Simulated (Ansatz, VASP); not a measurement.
## One calculation of Ta4O, two programs

```xyz
5
Lattice="3.2110 0.0000 0.0000 0.0000 3.2110 0.0000 0.0000 0.0000 7.3418" Properties=species:S:1:pos:R:3 pbc="T T T"
Ta    0.0000    0.0000    3.6709
Ta    1.6055    1.6055    5.7470
Ta    1.6055    1.6055    1.5948
Ta    0.0000    0.0000    0.0000
O     1.6055    1.6055    3.6709
```

Alike in both runs: functional PBEsol; k mesh 12 × 12 × 6; occupations gaussian, width 0.1 eV; no spin polarisation.

Ansatz relaxed the structure, and its values are those at the end. VASP's run is a single point on that final structure, the one shown.

|  | VASP | Ansatz |
| --- | --- | --- |
| version | VASP 6.6.1 | Ansatz 0.2.0 |
| potentials or method | VASP PAW PBE potentials, release 64 (Ta_pv, O), cutoff 520 eV | scalar-relativistic, plane waves, PAW |
| valence electrons in the cell | 50 | 58 |

```tsv
	VASP	Ansatz	Ansatz less VASP
gap on the k mesh at the Fermi level (eV)	none	none	-
pressure (GPa)	0.4	0.0	-0.36
rms of the force components (eV/Å)	0.014	0.000	-0.0138
```

VASP's potentials were made for PBE, not for PBEsol. A gap of «none» marks a metal or a gap that the smearing closes. With one functional, cell and mesh, what is left measures potentials, basis and numerics. VASP's potentials hold 50 valence electrons a cell and Ansatz's 58, so a difference there can come from the potentials and not from the codes.

Neither program's run includes spin-orbit coupling.
